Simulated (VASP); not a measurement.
Input of a VASP 6.6.1 run:

INCAR

```
SYSTEM = CoSi2
ALGO = Normal ; EDIFF = 1E-7
EDIFFG = -0.005 ; ENCUT = 600
GGA = PS ; GGA_COMPAT = .False.
IBRION = 2 ; ISIF = 3
ISMEAR = -1 ; LASPH = .True.
LCHARG = .False. ; LREAL = .False.
LWAVE = .False. ; NELM = 120
NELMIN = 4 ; NSW = 60
PREC = Accurate ; SIGMA = 0.1
```

File KPOINTS:

```
k-points
0
Gamma
  11 11 11
  0 0 0
```

POSCAR

```
CoSi2
1.0
    0.0000000000      2.6470344660      2.6470344660
    2.6470344660      0.0000000000      2.6470344660
    2.6470344660      2.6470344660      0.0000000000
Co Si
1 2
Direct
    0.0000000000      0.0000000000      0.0000000000
    0.2500000000      0.2500000000      0.2500000000
    0.7500000000      0.7500000000      0.7500000000
```

Potentials or basis: VASP PAW PBE potentials, release 64 (Co, Si).

Launch:

```sh
$ cat potpaw_PBE.64/Co/POTCAR potpaw_PBE.64/Si/POTCAR > POTCAR
$ mpirun -np 1 vasp_std > vasp.out
```

**Question.** What does it give for the band gap on the k mesh?

**Answer.** Zero (an odd number of electrons rules out a gap without spin polarisation).

**Question.** Predict the relaxed volume.

**Answer.** 12.50 Å³/atom.

Final structure:
```xyz
3
Lattice="0.0000 2.6568 2.6568 2.6568 0.0000 2.6568 2.6568 2.6568 0.0000" Properties=species:S:1:pos:R:3 pbc="T T T"
Co    0.0000    0.0000    0.0000
Si    1.3284    1.3284    1.3284
Si    3.9852    3.9852    3.9852
```

Caveat: the PAW data sets were made with another functional, which shifts forces and pressure a little; the run has no spin polarisation, though such a crystal can be magnetic. Spin polarisation is off, so any magnetic state and its effect on volume and gap are missing.
